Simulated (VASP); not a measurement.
ZnS:

```
CELL_PARAMETERS angstrom
0.00000 2.71989 2.71989
2.71989 0.00000 2.71989
2.71989 2.71989 0.00000
ATOMIC_POSITIONS crystal
Zn 0.75000 0.75000 0.75000
S 0.00000 0.00000 0.00000
```

Base run:

| Property | Result |
| --- | --- |
| Program | VASP 6.6.1 |
| Functional | PBE0 |
| Potentials or basis | VASP PAW PBE potentials, release 64 (Zn, S) |
| Cutoff | 520 eV |
| k mesh | 5 × 5 × 5 |
| Occupations | fermi-dirac, width 0.05 eV |
| Spin | no spin polarisation |

Its results: band gap on the k mesh 3.94 eV; pressure -0.8 GPa.

The run is repeated on the same cell with these changes: functional from PBE0 to PBE-based screened hybrid with 25 % exact exchange. What comes out?

Band gap on the k mesh 3.03 eV; pressure -0.4 GPa.

Caveats: the PAW data sets were made with another functional, which shifts forces and pressure a little.

